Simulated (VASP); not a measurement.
# VSi26C27 (a cell with a defect) in VASP: relaxation of the atoms with PBE

Aim: the relaxation of the atoms of VSi26C27 (a cell with a defect) with PBE.

All numbers are computed with VASP 6.6.1; they aren't measurements. Logs are shortened: lines on timing, memory, paths and dates and some standing lists are left out, and cuts for length are marked.

**1. The cell of the first run**

The cell holds a defect, 54 atoms: a = 9.236 Å, b = 9.236 Å, c = 9.236 Å, α = 60.00°, β = 60.00°, γ = 60.00°.

**2. Relaxation of the atoms, PBE**

INCAR

```
SYSTEM = VSi26C27
ALGO = Normal
EDIFF = 1E-6
EDIFFG = -0.03
ENCUT = 520
GGA = PE
IBRION = 2
ISIF = 2
ISMEAR = -1
LASPH = .True.
LCHARG = .False.
LREAL = Auto
LUSENCCL = .False.
LWAVE = .False.
NELECT = 224.0
NELM = 60
NSW = 60
PREC = Accurate
SIGMA = 0.01
```

KPOINTS

```
k-points
0
Gamma
  3 3 3
  0 0 0
```

POSCAR

```
VSi26C27
1.0
    0.0000000000      6.5309898714      6.5309898714
    6.5309898714      0.0000000000      6.5309898714
    6.5309898714      6.5309898714      0.0000000000
V Si C
1 26 27
Direct
    0.2500000000      0.2500000000      0.2500000000
    0.2500000000      0.2500000000      0.5833333333
    0.2500000000      0.2500000000      0.9166666667
    0.2500000000      0.5833333333      0.2500000000
    0.2500000000      0.5833333333      0.5833333333
    0.2500000000      0.5833333333      0.9166666667
    0.2500000000      0.9166666667      0.2500000000
    0.2500000000      0.9166666667      0.5833333333
    0.2500000000      0.9166666667      0.9166666667
    0.5833333333      0.2500000000      0.2500000000
    0.5833333333      0.2500000000      0.5833333333
    0.5833333333      0.2500000000      0.9166666667
    0.5833333333      0.5833333333      0.2500000000
    0.5833333333      0.5833333333      0.5833333333
    0.5833333333      0.5833333333      0.9166666667
    0.5833333333      0.9166666667      0.2500000000
    0.5833333333      0.9166666667      0.5833333333
    0.5833333333      0.9166666667      0.9166666667
    0.9166666667      0.2500000000      0.2500000000
    0.9166666667      0.2500000000      0.5833333333
    0.9166666667      0.2500000000      0.9166666667
    0.9166666667      0.5833333333      0.2500000000
    0.9166666667      0.5833333333      0.5833333333
    0.9166666667      0.5833333333      0.9166666667
    0.9166666667      0.9166666667      0.2500000000
    0.9166666667      0.9166666667      0.5833333333
    0.9166666667      0.9166666667      0.9166666667
    0.0000000000      0.0000000000      0.0000000000
    0.0000000000      0.0000000000      0.3333333333
    0.0000000000      0.0000000000      0.6666666667
    0.0000000000      0.3333333333      0.0000000000
    0.0000000000      0.3333333333      0.3333333333
    0.0000000000      0.3333333333      0.6666666667
    0.0000000000      0.6666666667      0.0000000000
    0.0000000000      0.6666666667      0.3333333333
    0.0000000000      0.6666666667      0.6666666667
    0.3333333333      0.0000000000      0.0000000000
    0.3333333333      0.0000000000      0.3333333333
    0.3333333333      0.0000000000      0.6666666667
    0.3333333333      0.3333333333      0.0000000000
    0.3333333333      0.3333333333      0.3333333333
    0.3333333333      0.3333333333      0.6666666667
    0.3333333333      0.6666666667      0.0000000000
    0.3333333333      0.6666666667      0.3333333333
    0.3333333333      0.6666666667      0.6666666667
    0.6666666667      0.0000000000      0.0000000000
    0.6666666667      0.0000000000      0.3333333333
    0.6666666667      0.0000000000      0.6666666667
    0.6666666667      0.3333333333      0.0000000000
    0.6666666667      0.3333333333      0.3333333333
    0.6666666667      0.3333333333      0.6666666667
    0.6666666667      0.6666666667      0.0000000000
    0.6666666667      0.6666666667      0.3333333333
    0.6666666667      0.6666666667      0.6666666667
```

Potentials or basis: VASP PAW PBE potentials, release 64 (V_sv, Si, C).

On the command line:

```sh
cat potpaw_PBE.64/V_sv/POTCAR potpaw_PBE.64/Si/POTCAR potpaw_PBE.64/C/POTCAR > POTCAR
mpirun -np 1 vasp_std > vasp.out
```

OUTCAR:

```text
SYSTEM = VSi26C27
   EDIFF = 1E-6
   EDIFFG = -0.03
   ENCUT = 520
   GGA = PE
   IBRION = 2
   ISIF = 2
   ISMEAR = -1
   LASPH = .True.
   LREAL = Auto
   NELECT = 224.0
   NELM = 60
   NSW = 60
   PREC = Accurate

 ion  position               nearest neighbor table
   1  0.250  0.250  0.250-  41 1.89  38 1.89  40 1.89  32 1.89
   2  0.250  0.250  0.583-  42 1.89  39 1.89  41 1.89  33 1.89  11 3.08  17 3.08  20 3.08  23 3.08
                             4 3.08   5 3.08   8 3.08  10 3.08  21 3.08   9 3.08   3 3.08
   3  0.250  0.250  0.917-  40 1.89  37 1.89  31 1.89  42 1.89  18 3.08  19 3.08  21 3.08  24 3.08
                             6 3.08   7 3.08   9 3.08  12 3.08  11 3.08   5 3.08   2 3.08
   4  0.250  0.583  0.250-  44 1.89  41 1.89  43 1.89  35 1.89  13 3.08  15 3.08  22 3.08  23 3.08
                             2 3.08   5 3.08   6 3.08  10 3.08   9 3.08  25 3.08   7 3.08
   5  0.250  0.583  0.583-  36 1.89  42 1.89  44 1.89  45 1.89  14 3.08  23 3.08   2 3.08   4 3.08
                            11 3.08  13 3.08   3 3.08   7 3.08  24 3.08  26 3.08   6 3.08   8 3.08
   6  0.250  0.583  0.917-  43 1.89  40 1.89  34 1.89  45 1.89  22 3.08  24 3.08   3 3.08   4 3.08
                            12 3.08  15 3.08  14 3.08  27 3.08   8 3.08   9 3.08   5 3.08
   7  0.250  0.917  0.250-  38 1.89  37 1.89  29 1.89  44 1.89  18 3.08  19 3.08  25 3.08  26 3.08
                             3 3.08   8 3.08   9 3.08  16 3.08  13 3.08   5 3.08   4 3.08
   8  0.250  0.917  0.583-  39 1.89  38 1.89  30 1.89  45 1.89  20 3.08  26 3.08   2 3.08   7 3.08
                            16 3.08  17 3.08  14 3.08  27 3.08   5 3.08   9 3.08   6 3.08
   9  0.250  0.917  0.917-  37 1.89  28 1.89  39 1.89  43 1.89  25 3.08  27 3.08   3 3.08   7 3.08
                            18 3.08  21 3.08   4 3.08   2 3.08  15 3.08  17 3.08   6 3.08   8 3.08
[... 61 lines left out ...]
  53  0.667  0.667  0.333-  14 1.89  16 1.89  22 1.89  13 1.89
  54  0.667  0.667  0.667-  15 1.89  17 1.89  23 1.89  14 1.89

  LATTYP: Found a face centered cubic cell.
 ALAT       =    13.0619797428

  Lattice vectors:

 A1 = (   0.0000000000,   6.5309898714,   6.5309898714)
 A2 = (   6.5309898714,   0.0000000000,   6.5309898714)
 A3 = (   6.5309898714,   6.5309898714,   0.0000000000)

Analysis of symmetry for initial positions (statically):
=====================================================================
 Subroutine PRICEL returns:
 Original cell was already a primitive cell.

 Routine SETGRP: Setting up the symmetry group for a
 face centered cubic supercell.

 Subroutine GETGRP returns: Found 24 space group operations
 (whereof 24 operations were pure point group operations)
 out of a pool of 48 trial point group operations.

The static configuration has the point symmetry T_d .

Analysis of symmetry for dynamics (positions and initial velocities):
=====================================================================
 Subroutine PRICEL returns:
 Original cell was already a primitive cell.

 Routine SETGRP: Setting up the symmetry group for a
 face centered cubic supercell.

 Subroutine GETGRP returns: Found 24 space group operations
 (whereof 24 operations were pure point group operations)
 out of a pool of 48 trial point group operations.

The dynamic configuration has the point symmetry T_d .

 Subroutine INISYM returns: Found 24 space group operations
 (whereof 24 operations are pure point group operations),
 and found     1 'primitive' translations

----------------------------------------------------------------------------------------

                                     Primitive cell

  volume of cell :     557.1434

  direct lattice vectors                    reciprocal lattice vectors
     0.000000000  6.530989871  6.530989871    -0.076558073  0.076558073  0.076558073
     6.530989871  0.000000000  6.530989871     0.076558073 -0.076558073  0.076558073
     6.530989871  6.530989871  0.000000000     0.076558073  0.076558073 -0.076558073

  length of vectors
     9.236214452  9.236214452  9.236214452     0.132602472  0.132602472  0.132602472

  position of ions in fractional coordinates (direct lattice)
     0.250000000  0.250000000  0.250000000
     0.250000000  0.250000000  0.583333333
     0.250000000  0.250000000  0.916666667
     0.250000000  0.583333333  0.250000000
     0.250000000  0.583333333  0.583333333
     0.250000000  0.583333333  0.916666667
[... 46 lines left out ...]
     0.666666667  0.666666667  0.333333333
     0.666666667  0.666666667  0.666666667

  ion indices of the primitive-cell ions
   primitive index   ion index
                 1           1
                 2           2
                 3           3
                 4           4
                 5           5
                 6           6
[... 46 lines left out ...]
                53          53
                54          54

----------------------------------------------------------------------------------------

 KPOINTS: k-points

Automatic generation of k-mesh.
 Grid dimensions read from file:
 generate k-points for:    3    3    3

 Generating k-lattice:

  Cartesian coordinates                     Fractional coordinates (reciprocal lattice)
    -0.025519358  0.025519358  0.025519358     0.333333333  0.000000000  0.000000000
     0.025519358 -0.025519358  0.025519358     0.000000000  0.333333333  0.000000000
     0.025519358  0.025519358 -0.025519358     0.000000000  0.000000000  0.333333333

  Length of vectors
     0.044200824  0.044200824  0.044200824

  Shift w.r.t. Gamma in fractional coordinates (k-lattice)
     0.000000000  0.000000000  0.000000000

 Subroutine IBZKPT returns following result:
 ===========================================

 Found      4 irreducible k-points:

 Following reciprocal coordinates:
            Coordinates               Weight
  0.000000  0.000000  0.000000      1.000000
  0.333333  0.000000  0.000000      8.000000
  0.333333  0.333333  0.000000      6.000000
 -0.333333  0.333333  0.000000     12.000000
   k-points           NKPTS =      4   k-points in BZ     NKDIM =      4   number of bands    NBANDS=    140
   number of dos      NEDOS =    301   number of ions     NIONS =     54
   total plane-waves  NPLWV = 343000
   dimension x,y,z NGX =    70 NGY =   70 NGZ =   70
   dimension x,y,z NGXF=   140 NGYF=  140 NGZF=  140
   ions per type =               1  26  27
   NGX,Y,Z   is equivalent  to a cutoff of  12.60, 12.60, 12.60 a.u.
   NGXF,Y,Z  is equivalent  to a cutoff of  25.20, 25.20, 25.20 a.u.
 SYSTEM =  VSi26C27
   PREC   = accura    normal or accurate (medium, high low for compatibility)
   ISTART =      0    job   : 0-new  1-cont  2-samecut
   ICHARG =      2    charge: 1-file 2-atom 10-const
   ISPIN  =      1    spin polarized calculation?
   LNONCOLLINEAR =      F non collinear calculations
   LSORBIT =      F    spin-orbit coupling
   LASPH  =      T    aspherical Exc in radial PAW
   ENCUT  =  520.0 eV  38.22 Ry    6.18 a.u.  17.17 17.17 17.17*2*pi/ulx,y,z
   NELM   =     60;   NELMIN=  2; NELMDL= -5     # of ELM steps
   EDIFF  = 0.1E-05   stopping-criterion for ELM
   LREAL  =      T    real-space projection
   EDIFFG = -.3E-01   stopping-criterion for IOM
   NSW    =     60    number of steps for IOM
   IBRION =      2    ionic relax: 0-MD 1-quasi-New 2-CG
   NFREE  =      1    steps in history (QN), initial steepest desc. (CG)
   ISIF   =      2    stress and relaxation
   ISYM   =      2    0-nonsym 1-usesym 2-fastsym
   POTIM  = 0.5000    time-step for ionic-motion
   TEBEG  =    0.0;   TEEND  =   0.0 temperature during run
   PSTRESS=    0.0 pullay stress
   NELECT =     224.0000    total number of electrons
   NUPDOWN=      -1.0000    fix difference up-down
   EMIN   =  10.00;   EMAX   =-10.00  energy-range for DOS
   EFERMI =   0.00;   METHOD = LEGACY
   ISMEAR =    -1;   SIGMA  =   0.01  broadening in eV -4-tet -1-fermi 0-gaus
   EFERMI_NEDOS =   21; number of points for ismear=-14 and -15
   IALGO  =     38    algorithm
   IMIX   =      4    mixing-type and parameters
     AMIX     =   0.40;   BMIX     =  1.00
     AMIX_MAG =   1.60;   BMIX_MAG =  1.00
  volume/ion in A,a.u.               =      10.32        69.63
  Fermi-wavevector in a.u.,A,eV,Ry     =   1.208283  2.283323 19.863780  1.459947
  Thomas-Fermi vector in A             =   2.343895
   LORBIT       =      0    0 simple, 1 ext, 2 COOP (PROOUT), +10 PAW based schemes
   GGA     = PE    functional components
   LHFCALC =     F    Hartree Fock is set to
   AEXX    =    0.0000 exact exchange contribution
   IVDW    =     0    specifies the selected vdW correction
   LEPSILON=     F    determine dielectric tensor
   LRPA    =     F    only Hartree local field effects (RPA)
 conjugate gradient relaxation of ions
 non-spin polarized calculation
  energy-cutoff  :      520.00
  volume of cell :      557.14
 maximum number of plane-waves:     15065
 NGX is ok and might be reduce to    70
   NGX = 35   NGY = 35   NGZ = 35

--------------------------------------- Ionic step        1  -------------------------------------------

 number of electron     224.0000004 magnetization

 Free energy of the ion-electron system (eV)
  ---------------------------------------------------
  ext. energy  EPLUGINS =         0.00000000
  ---------------------------------------------------
  free energy    TOTEN  =      -416.97065355 eV

  energy without entropy =     -416.97065355  energy(sigma->0) =     -416.97065355

------------------------ aborting loop because EDIFF is reached ----------------------------------------

  FORCE on cell =-STRESS in cart. coord.  units (eV):
  Direction    XX          YY          ZZ          XY          YZ          ZX
  --------------------------------------------------------------------------------------
  -------------------------------------------------------------------------------------
  Total        4.9966797      4.9966797      4.9966797     -0.0000000     -0.0000000     -0.0000000
  in kB       14.3689512     14.3689512     14.3689512     -0.0000000     -0.0000000     -0.0000000
  external PRESSURE =      14.3689512 kB  Pullay stress =       0.0000000 kB
[... 427 lines left out ...]
--------------------------------------- Ionic step        6  -------------------------------------------

 number of electron     224.0000003 magnetization

 Free energy of the ion-electron system (eV)
  ---------------------------------------------------
  ext. energy  EPLUGINS =         0.00000000
  ---------------------------------------------------
  free energy    TOTEN  =      -417.14563310 eV

  energy without entropy =     -417.14563310  energy(sigma->0) =     -417.14563310

 E-fermi :   8.4312     XC(G=0): -11.3864

 val. band max:        8.0280835167   @ k =   0.0000   0.0000   0.0000
 cond. band min:       9.2418504216   @ k =   0.0000   0.0000   0.0000
 fundamental gap:      1.2137669050
 Fermi energy:         8.4311872966

 k-point     1 :       0.0000    0.0000    0.0000
  band No.  band energies     occupation
      1     -56.1499      2.00000
      2     -30.0425      2.00000
      3     -30.0425      2.00000
      4     -30.0425      2.00000
      5      -7.2151      2.00000
      6      -5.2428      2.00000
[... 497 lines left out ...]
    123      12.4883      0.00000
    124      12.5081      0.00000
 [bands above 124 left out]

------------------------ aborting loop because EDIFF is reached ----------------------------------------

  FORCE on cell =-STRESS in cart. coord.  units (eV):
  Direction    XX          YY          ZZ          XY          YZ          ZX
  --------------------------------------------------------------------------------------
  -------------------------------------------------------------------------------------
  Total        4.7132415      4.7132415      4.7132415      0.0000000      0.0000000      0.0000000
  in kB       13.5538679     13.5538679     13.5538679      0.0000000      0.0000000      0.0000000
  external PRESSURE =      13.5538679 kB  Pullay stress =       0.0000000 kB
[... 69 lines left out ...]
  FREE ENERGIE OF THE ION-ELECTRON SYSTEM (eV)
  ---------------------------------------------------
  free  energy   TOTEN  =      -417.1456331028 eV

  energy  without entropy=     -417.1456331028  energy(sigma->0) =     -417.14563310

 reached required accuracy - stopping structural energy minimisation
```

Wall time 5.6 min (1 × NVIDIA H100 80GB with 1 thread of AMD EPYC 7R13 (Zen 3), shared host); peak memory 1.6 GiB.

Results:

- Free energy: -417.1456 eV
- Energy gained by relaxing: 3.2 meV/atom
- Ionic steps: 6
- Largest force after relaxing: 0.024 eV/Å

Forces on the atoms (eV/Å):
```
V    0.000  0.000  0.000
Si   0.002  0.002  0.000
Si  -0.002 -0.002  0.000
Si   0.002  0.000  0.002
Si  -0.014  0.014  0.014
Si   0.000 -0.002  0.002
Si  -0.002  0.000 -0.002
Si   0.000  0.002 -0.002
Si   0.000  0.000  0.000
Si   0.000  0.002  0.002
Si   0.014 -0.014  0.014
Si  -0.002  0.000  0.002
Si   0.014  0.014 -0.014
Si  -0.014 -0.014 -0.014
Si   0.000  0.000  0.001
Si  -0.002  0.002  0.000
Si   0.000  0.001  0.000
Si  -0.001  0.000  0.000
Si   0.000 -0.002 -0.002
Si   0.002  0.000 -0.002
Si   0.000  0.000  0.000
Si   0.002 -0.002  0.000
Si   0.001  0.000  0.000
Si   0.000 -0.001  0.000
Si   0.000  0.000  0.000
Si   0.000  0.000 -0.001
Si   0.000  0.000  0.000
C    0.000  0.000  0.000
C    0.000  0.000  0.005
C    0.000  0.000  0.005
C    0.000  0.005  0.000
C   -0.007  0.007  0.007
C   -0.005  0.000  0.000
C    0.000  0.005  0.000
C   -0.005  0.000  0.000
C    0.012 -0.012 -0.012
C    0.005  0.000  0.000
C    0.007 -0.007  0.007
C    0.000 -0.005  0.000
C    0.007  0.007 -0.007
C   -0.007 -0.007 -0.007
C    0.000  0.000 -0.005
C    0.000  0.000 -0.005
C    0.000 -0.005  0.000
C    0.005  0.000  0.000
C    0.005  0.000  0.000
C    0.000 -0.005  0.000
C   -0.012  0.012 -0.012
C    0.000  0.000 -0.005
C   -0.005  0.000  0.000
C    0.000  0.005  0.000
C   -0.012 -0.012  0.012
C    0.000  0.000  0.005
C    0.012  0.012  0.012
```

Step by step:
```csv
step,energy change (eV),largest force (eV/Å),pressure (GPa)
1,0.0000,0.7736,1.44
2,-0.0889,0.5495,1.40
3,-0.1535,0.2820,1.39
4,-0.1726,0.0950,1.35
5,-0.1745,0.0408,1.35
6,-0.1750,0.0242,1.36
```

Caveat: the cell carries a net charge on a neutralising background, which shifts energy and pressure; the cell is charged against a uniform background, so pressure and absolute levels hang on convention.
